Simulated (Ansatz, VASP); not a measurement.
## One calculation of Sc, two programs

```xyz
1
Lattice="0.0000 2.3097 2.3097 2.3097 0.0000 2.3097 2.3097 2.3097 0.0000" Properties=species:S:1:pos:R:3 pbc="T T T"
Sc    0.0000    0.0000    0.0000
```

Alike in both runs: task single point; functional PBE; k mesh 13 × 13 × 13; occupations fermi-dirac, width 0.03 eV; no spin polarisation.

|  | VASP | Ansatz |
| --- | --- | --- |
| version | VASP 6.6.1 | Ansatz 0.2.0 |
| potentials or method | VASP PAW PBE potentials, release 64 (Sc_sv), cutoff 520 eV | all-electron LAPW, scalar-relativistic |

```tsv
	VASP	Ansatz	Ansatz less VASP
pressure (GPa)	0.0	0.0	-0.02
```

Ansatz ran all-electron here, and VASP with PAW potentials.
